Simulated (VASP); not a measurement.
# Sn (Fd-3m) in VASP: further runs

Runs on Sn. Level: LDA. Tasks: single point, relaxation of cell and atoms.

All numbers are computed with VASP 6.6.1; they aren't measurements. Logs are shortened: lines on timing, memory, paths and dates and some standing lists are left out, and cuts for length are marked.

## 1. The cell of the first run

Symmetry: Fd-3m, No. 227, cubic system. Conventional cell: a = 6.474 Å, b = 6.474 Å, c = 6.474 Å, α = 90.00°, β = 90.00°, γ = 90.00°. Sn (site symmetry -43m) has 4 Sn at 2.80 Å within 3.7 Å.

## 2. Single point, LDA

INCAR reads:

```
SYSTEM = Sn
ALGO = Normal
EDIFF = 1E-6
ENCUT = 520
GGA = CA
ISIF = 2
ISMEAR = -1
LASPH = .TRUE.
LCHARG = .FALSE.
LREAL = .FALSE.
LWAVE = .FALSE.
NBANDS = 21
NELM = 80
PREC = Accurate
SIGMA = 0.05
```

KPOINTS reads:

```
k-points
0
G
  7 7 7
  0 0 0
```

POSCAR reads:

```
Sn
1.0
    0.0000000000      3.2370931989      3.2370931989
    3.2370931989      0.0000000000      3.2370931989
    3.2370931989      3.2370931989      0.0000000000
Sn
2
Direct
    0.0000000000      0.0000000000      0.0000000000
    0.2500000000      0.2500000000      0.2500000000
```

Potentials or basis: VASP PAW LDA potentials, release 64 (Sn_d).

On the command line:

```console
cat potpaw_LDA.64/Sn_d/POTCAR > POTCAR
mpirun -np 1 vasp_std > vasp.out
```

OUTCAR:

```text
SYSTEM = Sn
   EDIFF = 1E-6
   ENCUT = 520
   GGA = CA
   ISIF = 2
   ISMEAR = -1
   LASPH = .TRUE.
   LREAL = .FALSE.
   NELM = 80
   PREC = Accurate

 ion  position               nearest neighbor table
   1  0.000  0.000  0.000-   2 2.80   2 2.80   2 2.80   2 2.80
   2  0.250  0.250  0.250-   1 2.80   1 2.80   1 2.80   1 2.80

  LATTYP: Found a face centered cubic cell.
 ALAT       =     6.4741863978

  Lattice vectors:

 A1 = (   0.0000000000,   3.2370931989,   3.2370931989)
 A2 = (   3.2370931989,   0.0000000000,   3.2370931989)
 A3 = (   3.2370931989,   3.2370931989,   0.0000000000)

Analysis of symmetry for initial positions (statically):
=====================================================================
 Subroutine PRICEL returns:
 Original cell was already a primitive cell.

 Routine SETGRP: Setting up the symmetry group for a
 face centered cubic supercell.

 Subroutine GETGRP returns: Found 48 space group operations
 (whereof 24 operations were pure point group operations)
 out of a pool of 48 trial point group operations.

The static configuration has the point symmetry T_d .
 The point group associated with its full space group is O_h .

Analysis of symmetry for dynamics (positions and initial velocities):
=====================================================================
 Subroutine PRICEL returns:
 Original cell was already a primitive cell.

 Routine SETGRP: Setting up the symmetry group for a
 face centered cubic supercell.

 Subroutine GETGRP returns: Found 48 space group operations
 (whereof 24 operations were pure point group operations)
 out of a pool of 48 trial point group operations.

The dynamic configuration has the point symmetry T_d .
 The point group associated with its full space group is O_h .

 Subroutine INISYM returns: Found 48 space group operations
 (whereof 24 operations are pure point group operations),
 and found     1 'primitive' translations

----------------------------------------------------------------------------------------

                                     Primitive cell

  volume of cell :      67.8415

  direct lattice vectors                    reciprocal lattice vectors
     0.000000000  3.237093199  3.237093199    -0.154459563  0.154459563  0.154459563
     3.237093199  0.000000000  3.237093199     0.154459563 -0.154459563  0.154459563
     3.237093199  3.237093199  0.000000000     0.154459563  0.154459563 -0.154459563

  length of vectors
     4.577941105  4.577941105  4.577941105     0.267531810  0.267531810  0.267531810

  position of ions in fractional coordinates (direct lattice)
     0.000000000  0.000000000  0.000000000
     0.250000000  0.250000000  0.250000000

  ion indices of the primitive-cell ions
   primitive index   ion index
                 1           1
                 2           2

----------------------------------------------------------------------------------------

 KPOINTS: k-points

Automatic generation of k-mesh.
 Grid dimensions read from file:
 generate k-points for:    7    7    7

 Generating k-lattice:

  Cartesian coordinates                     Fractional coordinates (reciprocal lattice)
    -0.022065652  0.022065652  0.022065652     0.142857143  0.000000000  0.000000000
     0.022065652 -0.022065652  0.022065652     0.000000000  0.142857143  0.000000000
     0.022065652  0.022065652 -0.022065652     0.000000000  0.000000000  0.142857143

  Length of vectors
     0.038218830  0.038218830  0.038218830

  Shift w.r.t. Gamma in fractional coordinates (k-lattice)
     0.000000000  0.000000000  0.000000000

 Subroutine IBZKPT returns following result:
 ===========================================

 Found     20 irreducible k-points:

 Following reciprocal coordinates:
            Coordinates               Weight
  0.000000  0.000000  0.000000      1.000000
  0.142857  0.000000  0.000000      8.000000
  0.285714  0.000000  0.000000      8.000000
  0.428571  0.000000  0.000000      8.000000
  0.142857  0.142857  0.000000      6.000000
  0.285714  0.142857  0.000000     24.000000
[... 12 lines left out ...]
 -0.428571  0.428571  0.142857     24.000000
 -0.285714  0.428571  0.142857     24.000000
   k-points           NKPTS =     20   k-points in BZ     NKDIM =     20   number of bands    NBANDS=     21
   number of dos      NEDOS =    301   number of ions     NIONS =      2
   total plane-waves  NPLWV =  46656
   dimension x,y,z NGX =    36 NGY =   36 NGZ =   36
   dimension x,y,z NGXF=    72 NGYF=   72 NGZF=   72
   ions per type =               2
   NGX,Y,Z   is equivalent  to a cutoff of  13.07, 13.07, 13.07 a.u.
   NGXF,Y,Z  is equivalent  to a cutoff of  26.15, 26.15, 26.15 a.u.
 SYSTEM =  Sn
   PREC   = accura    normal or accurate (medium, high low for compatibility)
   ISTART =      0    job   : 0-new  1-cont  2-samecut
   ICHARG =      2    charge: 1-file 2-atom 10-const
   ISPIN  =      1    spin polarized calculation?
   LNONCOLLINEAR =      F non collinear calculations
   LSORBIT =      F    spin-orbit coupling
   LASPH  =      T    aspherical Exc in radial PAW
   ENCUT  =  520.0 eV  38.22 Ry    6.18 a.u.   8.51  8.51  8.51*2*pi/ulx,y,z
   NELM   =     80;   NELMIN=  2; NELMDL= -5     # of ELM steps
   EDIFF  = 0.1E-05   stopping-criterion for ELM
   LREAL  =      F    real-space projection
   EDIFFG = 0.1E-04   stopping-criterion for IOM
   NSW    =      0    number of steps for IOM
   IBRION =     -1    ionic relax: 0-MD 1-quasi-New 2-CG
   NFREE  =      0    steps in history (QN), initial steepest desc. (CG)
   ISIF   =      2    stress and relaxation
   ISYM   =      2    0-nonsym 1-usesym 2-fastsym
   POTIM  = 0.5000    time-step for ionic-motion
   TEBEG  =    0.0;   TEEND  =   0.0 temperature during run
   PSTRESS=    0.0 pullay stress
   NELECT =      28.0000    total number of electrons
   NUPDOWN=      -1.0000    fix difference up-down
   EMIN   =  10.00;   EMAX   =-10.00  energy-range for DOS
   EFERMI =   0.00;   METHOD = LEGACY
   ISMEAR =    -1;   SIGMA  =   0.05  broadening in eV -4-tet -1-fermi 0-gaus
   EFERMI_NEDOS =   21; number of points for ismear=-14 and -15
   IALGO  =     38    algorithm
   IMIX   =      4    mixing-type and parameters
     AMIX     =   0.40;   BMIX     =  1.00
     AMIX_MAG =   1.60;   BMIX_MAG =  1.00
  volume/ion in A,a.u.               =      33.92       228.91
  Fermi-wavevector in a.u.,A,eV,Ry     =   1.218884  2.303356 20.213873  1.485678
  Thomas-Fermi vector in A             =   2.354155
   LORBIT       =      0    0 simple, 1 ext, 2 COOP (PROOUT), +10 PAW based schemes
   GGA     = CA    functional components
   LHFCALC =     F    Hartree Fock is set to
   AEXX    =    0.0000 exact exchange contribution
   IVDW    =     0    specifies the selected vdW correction
   LEPSILON=     F    determine dielectric tensor
   LRPA    =     F    only Hartree local field effects (RPA)
 non-spin polarized calculation
  energy-cutoff  :      520.00
  volume of cell :       67.84
 maximum number of plane-waves:      1849
 NGX is ok and might be reduce to    36
   NGX = 17   NGY = 17   NGZ = 17

 number of electron      28.0000006 magnetization

 Free energy of the ion-electron system (eV)
  ---------------------------------------------------
  ext. energy  EPLUGINS =         0.00000000
  ---------------------------------------------------
  free energy    TOTEN  =        -8.92574739 eV

  energy without entropy =       -8.92341550  energy(sigma->0) =       -8.92458144

 E-fermi :   5.3495     XC(G=0):  -9.2232

 val. band max:        5.1766029971   @ k =   0.1429   0.0000   0.0000
 cond. band min:       5.3904705292   @ k =   0.4286   0.0000   0.0000
 fundamental gap:      0.2138675321
 Fermi energy:         5.3495018694

 k-point     1 :       0.0000    0.0000    0.0000
  band No.  band energies     occupation
      1     -16.1810      2.00000
      2     -16.1810      2.00000
      3     -16.1810      2.00000
      4     -16.1185      2.00000
      5     -16.1185      2.00000
      6     -15.8004      2.00000
[... 13 lines left out ...]
     20      13.5016      0.00000
     21      13.5016      0.00000

 k-point     2 :       0.1429    0.0000    0.0000
  band No.  band energies     occupation
      1     -16.1944      2.00000
      2     -16.1944      2.00000
      3     -16.1760      2.00000
      4     -16.0992      2.00000
      5     -16.0992      2.00000
      6     -15.8260      2.00000
[... 13 lines left out ...]
     20      12.4709      0.00000
     21      12.4709      0.00000

 k-point     3 :       0.2857    0.0000    0.0000
  band No.  band energies     occupation
      1     -16.2104      2.00000
      2     -16.2104      2.00000
      3     -16.1645      2.00000
      4     -16.0717      2.00000
      5     -16.0717      2.00000
      6     -15.8497      2.00000
[... 13 lines left out ...]
     20      12.4832      0.00000
     21      12.4832      0.00000

 k-point     4 :       0.4286    0.0000    0.0000
  band No.  band energies     occupation
      1     -16.2174      2.00000
      2     -16.2174      2.00000
      3     -16.1548      2.00000
      4     -16.0577      2.00000
      5     -16.0577      2.00000
      6     -15.8599      2.00000
[... 13 lines left out ...]
     20      13.7290      0.00000
     21      13.7290      0.00000

 k-point     5 :       0.1429    0.1429    0.0000
  band No.  band energies     occupation
      1     -16.1923      2.00000
      2     -16.1923      2.00000
      3     -16.1896      2.00000
      4     -16.1019      2.00000
      5     -16.0781      2.00000
      6     -15.8650      2.00000
[... 13 lines left out ...]
     20      11.5634      0.00000
     21      13.7273      0.00000
[... 286 lines left out ...]
     20      13.6610      0.00000
     21      14.3901      0.00000

 k-point    18 :      -0.4286    0.2857    0.1429
  band No.  band energies     occupation
      1     -16.2490      2.00000
      2     -16.2342      2.00000
      3     -16.1033      2.00000
      4     -16.0265      2.00000
      5     -15.9940      2.00000
      6     -15.9459      2.00000
[... 13 lines left out ...]
     20      13.8478      0.00000
     21      14.5083      0.00000

 k-point    19 :      -0.4286    0.4286    0.1429
  band No.  band energies     occupation
      1     -16.2446      2.00000
      2     -16.2422      2.00000
      3     -16.0952      2.00000
      4     -16.0229      2.00000
      5     -15.9914      2.00000
      6     -15.9332      2.00000
[... 13 lines left out ...]
     20      14.4191      0.00000
     21      15.6896      0.00000

 k-point    20 :      -0.2857    0.4286    0.1429
  band No.  band energies     occupation
      1     -16.2562      2.00000
      2     -16.2431      2.00000
      3     -16.0705      2.00000
      4     -16.0004      2.00000
      5     -15.9807      2.00000
      6     -15.9474      2.00000
[... 13 lines left out ...]
     20      14.1797      0.00000
     21      15.8784      0.00000

------------------------ aborting loop because EDIFF is reached ----------------------------------------

  FORCE on cell =-STRESS in cart. coord.  units (eV):
  Direction    XX          YY          ZZ          XY          YZ          ZX
  --------------------------------------------------------------------------------------
  -------------------------------------------------------------------------------------
  Total        0.0128598      0.0128598      0.0128598     -0.0000000      0.0000000     -0.0000000
  in kB        0.3037026      0.3037026      0.3037026     -0.0000000      0.0000000     -0.0000000
  external PRESSURE =       0.3037026 kB  Pullay stress =       0.0000000 kB

 VOLUME and BASIS-vectors are now :
 -----------------------------------------------------------------------------
  energy-cutoff  :      520.00
  volume of cell :       67.84
      direct lattice vectors                 reciprocal lattice vectors
     0.000000000  3.237093199  3.237093199    -0.154459563  0.154459563  0.154459563
     3.237093199  0.000000000  3.237093199     0.154459563 -0.154459563  0.154459563
     3.237093199  3.237093199  0.000000000     0.154459563  0.154459563 -0.154459563

 POSITION                                       TOTAL-FORCE (eV/Angst)
 -----------------------------------------------------------------------------------
      0.00000      0.00000      0.00000        -0.000000     -0.000000     -0.000000
      1.61855      1.61855      1.61855         0.000000      0.000000      0.000000
 -----------------------------------------------------------------------------------
    total drift:                                0.000000      0.000000      0.000000

  FREE ENERGIE OF THE ION-ELECTRON SYSTEM (eV)
  ---------------------------------------------------
  free  energy   TOTEN  =        -8.9257473864 eV

  energy  without entropy=       -8.9234155019  energy(sigma->0) =       -8.92458144
```

Run time: 30 s. Hardware: 1 thread of AMD EPYC 7R43 (Zen 3), shared host; peak memory 0.14 GiB.

Results:

| Property | Result |
| --- | --- |
| Free energy | -8.9257 eV |
| Pressure | 0.0 GPa |
| Band gap on the k mesh | zero (band 14 reaches 5.53 eV, above the bottom of band 15 at 5.39 eV) |

Caveat: spin-orbit coupling is left out, which moves the levels of the heavy elements.

## 3. Relaxation of cell and atoms, LDA

This run uses another cell than the first one, of 33.80 Å³/atom, 0.997 times its volume.

INCAR reads:

```
SYSTEM = Sn
PREC = Accurate ; ENCUT = 600
EDIFF = 1E-7 ; ISMEAR = -1
SIGMA = 0.05 ; LREAL = .FALSE.
LASPH = .TRUE. ; NELM = 60
ALGO = Normal ; ISIF = 3
LWAVE = .FALSE. ; LCHARG = .FALSE.
IBRION = 2 ; NSW = 80
EDIFFG = -0.02
```

KPOINTS reads:

```
regular mesh
0
G
  7 7 7
  0 0 0
```

POSCAR reads:

```
Sn
1.0
    0.0000000000      3.2333430000      3.2333430000
    3.2333430000      0.0000000000      3.2333430000
    3.2333430000      3.2333430000      0.0000000000
Sn
2
Direct
    0.0000000000      0.0000000000      0.0000000000
    0.2500000000      0.2500000000      0.2500000000
```

Potentials or basis: VASP PAW LDA potentials, release 64 (Sn_d).

On the command line:

```console
cat potpaw_LDA.64/Sn_d/POTCAR > POTCAR
mpirun -np 1 vasp_std > vasp.out
```

It took 53 s on 1 thread of AMD EPYC 7R43 (Zen 3), shared host; peak memory 0.16 GiB.

The run converged. Its results:

| Quantity | Value |
| --- | --- |
| Free energy | -8.9259 eV |
| Relaxed volume | 34.01 Å³/atom |
| Relaxed cell | a = 4.582 Å, b = 4.582 Å, c = 4.582 Å, α = 60.00°, β = 60.00°, γ = 60.00° |
| Space group after relaxing (to 0.05 Å) | Fd-3m (No. 227) |
| Energy gained by relaxing | 0.1 meV/atom |
| Ionic steps | 2 |
| Pressure after relaxing | -0.1 GPa |
| Band gap on the k mesh | zero (band 14 reaches 5.51 eV, above the bottom of band 15 at 5.36 eV) |

The path:
```tsv
step	energy change (eV)	largest force (eV/Å)	pressure (GPa)	volume (Å³)
1	0.0000	0.0000	0.20	67.61
2	-0.0002	0.0000	-0.07	68.01
```

Final structure:
```xyz
2
Lattice="0.0000 3.2398 3.2398 3.2398 0.0000 3.2398 3.2398 3.2398 0.0000" Properties=species:S:1:pos:R:3 pbc="T T T"
Sn    3.2398    0.0000    3.2398
Sn    1.6199    1.6199    1.6199
```

Levels at points of the mesh, in eV from the Fermi level:
```csv
k point,band 11,band 12,band 13,band 14,band 15,band 16,band 17,band 18
"(0.00, 0.00, 0.00)",-10.58,-0.66,0.19,0.19,0.19,2.25,2.25,2.25
```

Caveat: spin-orbit coupling is left out, which moves the levels of the heavy elements.
